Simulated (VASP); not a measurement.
# CdI2 (P-3m1) in VASP: notebook, part 2 of 2

VASP 6.6.1. Earlier steps stand in the parts before.

## (3) Electric field gradients, PBEsol (35.66 Å³/atom)

This run uses another cell than the first one, of 35.66 Å³/atom.

Input file INCAR:

```
SYSTEM = CdI2
PREC     = Accurate       ! precision mode
ENCUT    = 400            ! plane-wave cutoff, eV
EDIFF    = 1E-8           ! SCF threshold, eV
ISMEAR   = -1             ! smearing method
SIGMA    = 0.03           ! smearing width, eV
LREAL    = .False.        ! projectors in reciprocal space
LASPH    = .True.         ! aspherical terms in the spheres
NELM     = 120            ! most SCF steps
ALGO     = Normal         ! electronic algorithm
ISIF     = 2              ! what is computed and relaxed
LWAVE    = .False.        ! write WAVECAR
LCHARG   = .False.        ! write CHGCAR
GGA      = PS             ! functional
LEFG     = .True.       
NBANDS   = 20             ! bands
GGA_COMPAT= .False.
```

Input file KPOINTS:

```
Automatic mesh
0
Gamma
  8 8 4
  0 0 0
```

Input file POSCAR:

```
CdI2
1.0
    4.2210132393      0.0000000000      0.0000000000
   -2.1105066197      3.6555046950      0.0000000000
    0.0000000000      0.0000000000      6.9339087915
Cd I
1 2
Direct
    0.0000000000      0.0000000000      0.0000000000
    0.3333333333      0.6666666667      0.2456654408
    0.6666666667      0.3333333333      0.7543345592
```

Potentials or basis: VASP PAW PBE potentials, release 64 (Cd, I).

The run is started by

```console
cat potpaw_PBE.64/Cd/POTCAR potpaw_PBE.64/I/POTCAR > POTCAR
mpirun -np 1 vasp_std > vasp.out
```

OUTCAR:

```text
SYSTEM = CdI2
   PREC = Accurate
   ENCUT = 400
   EDIFF = 1E-8
   ISMEAR = -1
   LREAL = .False.
   LASPH = .True.
   NELM = 120
   ISIF = 2
   GGA = PS

 ion  position               nearest neighbor table
   1  0.000  0.000  0.000-   2 2.97   3 2.97   3 2.97   2 2.97   3 2.97   2 2.97
   2  0.333  0.667  0.246-   1 2.97   1 2.97   1 2.97
   3  0.667  0.333  0.754-   1 2.97   1 2.97   1 2.97

  LATTYP: Found a hexagonal cell.
 ALAT       =     4.2210132393
 C/A-ratio  =     1.6427119268

  Lattice vectors:

 A1 = (   4.2210132393,   0.0000000000,   0.0000000000)
 A2 = (  -2.1105066197,   3.6555046950,   0.0000000000)
 A3 = (   0.0000000000,   0.0000000000,   6.9339087915)

Analysis of symmetry for initial positions (statically):
=====================================================================
 Subroutine PRICEL returns:
 Original cell was already a primitive cell.

 Routine SETGRP: Setting up the symmetry group for a
 hexagonal supercell.

 Subroutine GETGRP returns: Found 12 space group operations
 (whereof 12 operations were pure point group operations)
 out of a pool of 24 trial point group operations.

The static configuration has the point symmetry D_3d.

Analysis of symmetry for dynamics (positions and initial velocities):
=====================================================================
 Subroutine PRICEL returns:
 Original cell was already a primitive cell.

 Routine SETGRP: Setting up the symmetry group for a
 hexagonal supercell.

 Subroutine GETGRP returns: Found 12 space group operations
 (whereof 12 operations were pure point group operations)
 out of a pool of 24 trial point group operations.

The dynamic configuration has the point symmetry D_3d.

 Subroutine INISYM returns: Found 12 space group operations
 (whereof 12 operations are pure point group operations),
 and found     1 'primitive' translations

----------------------------------------------------------------------------------------

                                     Primitive cell

  volume of cell :     106.9898

  direct lattice vectors                    reciprocal lattice vectors
     4.221013239  0.000000000  0.000000000     0.236909942  0.136780019  0.000000000
    -2.110506620  3.655504695  0.000000000     0.000000000  0.273560037  0.000000000
     0.000000000  0.000000000  6.933908792     0.000000000  0.000000000  0.144218799

  length of vectors
     4.221013239  4.221013239  6.933908792     0.273560037  0.273560037  0.144218799

  position of ions in fractional coordinates (direct lattice)
     0.000000000  0.000000000  0.000000000
     0.333333333  0.666666667  0.245665441
     0.666666667  0.333333333  0.754334559

  ion indices of the primitive-cell ions
   primitive index   ion index
                 1           1
                 2           2
                 3           3

[... 73 lines left out ...]
   EDIFFG = 0.1E-06   stopping-criterion for IOM
   NSW    =      0    number of steps for IOM
   IBRION =     -1    ionic relax: 0-MD 1-quasi-New 2-CG
   NFREE  =      0    steps in history (QN), initial steepest desc. (CG)
   ISIF   =      2    stress and relaxation
   ISYM   =      2    0-nonsym 1-usesym 2-fastsym
   POTIM  = 0.5000    time-step for ionic-motion
   TEBEG  =    0.0;   TEEND  =   0.0 temperature during run
   PSTRESS=    0.0 pullay stress
   NELECT =      26.0000    total number of electrons
   NUPDOWN=      -1.0000    fix difference up-down
   EMIN   =  10.00;   EMAX   =-10.00  energy-range for DOS
   EFERMI =   0.00;   METHOD = LEGACY
   ISMEAR =    -1;   SIGMA  =   0.03  broadening in eV -4-tet -1-fermi 0-gaus
   EFERMI_NEDOS =   21; number of points for ismear=-14 and -15
   IALGO  =     38    algorithm
   IMIX   =      4    mixing-type and parameters
     AMIX     =   0.40;   BMIX     =  1.00
     AMIX_MAG =   1.60;   BMIX_MAG =  1.00
  volume/ion in A,a.u.               =      35.66       240.67
  Fermi-wavevector in a.u.,A,eV,Ry     =   1.021610  1.930563 14.200229  1.043687
  Thomas-Fermi vector in A             =   2.155244
   LORBIT       =      0    0 simple, 1 ext, 2 COOP (PROOUT), +10 PAW based schemes
   GGA     = PS    functional components
   LHFCALC =     F    Hartree Fock is set to
   AEXX    =    0.0000 exact exchange contribution
   IVDW    =     0    specifies the selected vdW correction
   LEPSILON=     F    determine dielectric tensor
   LRPA    =     F    only Hartree local field effects (RPA)
 non-spin polarized calculation
  energy-cutoff  :      400.00
  volume of cell :      106.99
 maximum number of plane-waves:      1967
   NGX = 13   NGY = 13   NGZ = 23

 number of electron      26.0000007 magnetization

 Free energy of the ion-electron system (eV)
  ---------------------------------------------------
  ext. energy  EPLUGINS =         0.00000000
  ---------------------------------------------------
  free energy    TOTEN  =        -6.37548502 eV

  energy without entropy =       -6.37548502  energy(sigma->0) =       -6.37548502

 E-fermi :   2.5547     XC(G=0):  -8.7396

 val. band max:        1.9337236337   @ k =   0.1250   0.0000   0.2500
 cond. band min:       4.2397832244   @ k =   0.5000   0.0000   0.5000
 fundamental gap:      2.3060595907
 Fermi energy:         2.5547244588

 k-point     1 :       0.0000    0.0000    0.0000
  band No.  band energies     occupation
      1     -10.2929      2.00000
      2      -9.5809      2.00000
      3      -5.6584      2.00000
      4      -5.6584      2.00000
      5      -5.5365      2.00000
      6      -5.4435      2.00000
[... 541 lines left out ...]
     19       9.6692      0.00000
     20      10.8427      0.00000

 [... further k-points ...]
[... 5 lines left out ...]
  --------------------------------------------------------------------------------------
  -------------------------------------------------------------------------------------
  Total       -0.0209779     -0.0209779     -0.0086654      0.0000000      0.0000000     -0.0000000
  in kB       -0.3141457     -0.3141457     -0.1297642      0.0000000      0.0000000     -0.0000000
  external PRESSURE =      -0.2526852 kB  Pullay stress =       0.0000000 kB

 VOLUME and BASIS-vectors are now :
 -----------------------------------------------------------------------------
  energy-cutoff  :      400.00
  volume of cell :      106.99
      direct lattice vectors                 reciprocal lattice vectors
     4.221013239  0.000000000  0.000000000     0.236909942  0.136780019  0.000000000
    -2.110506620  3.655504695  0.000000000     0.000000000  0.273560037  0.000000000
     0.000000000  0.000000000  6.933908792     0.000000000  0.000000000  0.144218799

 POSITION                                       TOTAL-FORCE (eV/Angst)
 -----------------------------------------------------------------------------------
      0.00000      0.00000      0.00000         0.000000      0.000000      0.000000
     -0.00000      2.43700      1.70342         0.000000     -0.000000      0.023060
      2.11051      1.21850      5.23049        -0.000000      0.000000     -0.023060
 -----------------------------------------------------------------------------------
    total drift:                               -0.000000      0.000000     -0.000000

  FREE ENERGIE OF THE ION-ELECTRON SYSTEM (eV)
  ---------------------------------------------------
  free  energy   TOTEN  =        -6.3754850241 eV

  energy  without entropy=       -6.3754850240  energy(sigma->0) =       -6.37548502

 Electric field gradients (V/A^2)
---------------------------------------------------------------------
 ion       V_xx      V_yy      V_zz      V_xy      V_xz      V_yz
---------------------------------------------------------------------
   1      -0.681    -0.683     1.364    -0.002     0.000    -0.000
   2      27.185    27.185   -54.370    -0.000     0.000    -0.000
   3      27.185    27.185   -54.370    -0.000     0.000    -0.000
---------------------------------------------------------------------

 Electric field gradients after diagonalization (V/A^2)
 (convention: |V_zz| > |V_xx| > |V_yy|)
----------------------------------------------------------------------
 ion       V_xx      V_yy      V_zz     asymmetry (V_yy - V_xx)/ V_zz
----------------------------------------------------------------------
   1      -0.684    -0.680     1.364       0.003
   2      27.185    27.185   -54.370       0.000
   3      27.185    27.185   -54.370       0.000
----------------------------------------------------------------------

           NMR quadrupolar parameters

 Cq : quadrupolar parameter    Cq=e*Q*V_zz/h
 eta: asymmetry parameters     (V_yy - V_xx)/ V_zz
 Q  : nuclear electric quadrupole moment in mb (millibarn)
----------------------------------------------------------------------
 ion       Cq(MHz)       eta       Q (mb)
----------------------------------------------------------------------
   1       0.003       0.003       1.000
   2      -0.131       0.000       1.000
   3      -0.131       0.000       1.000
----------------------------------------------------------------------
```

It took 45 s on 1 thread of Intel Xeon Platinum 8488C (Sapphire Rapids), shared host; peak memory 0.2 GiB.

Results:

```
Free energy                             : -6.3755 eV
Pressure                                : 0.0 GPa
Largest force                           : 0.023 eV/Å
Band gap on the k mesh                  : 2.31 eV (least direct gap 2.56 eV)
Largest electric field gradient by atom : Cd +1.4; I -54.4 V/Å²
```

Forces in eV/Å, atoms in the order of the input:
```
Cd   0.000  0.000  0.000
I    0.000  0.000  0.023
I    0.000  0.000 -0.023
```

Electric field gradients, principal values (V/Å²):
```
atom   least  middle  greatest (by size)
1 Cd  -0.680  -0.684               1.364
 2 I  27.185  27.185             -54.370
 3 I  27.185  27.185             -54.370
```

Caveat: without QUAD_EFG the Cq values of the log hold for a quadrupole moment of 1 mb, not for the nuclei; the PAW data sets were made with another functional, which shifts forces and pressure a little; spin-orbit coupling is left out, which moves the levels of the heavy elements; this functional lacks dispersion, which binds the layers, so the pressure and a relaxed spacing across them are unreliable. A k mesh can miss the band edges.
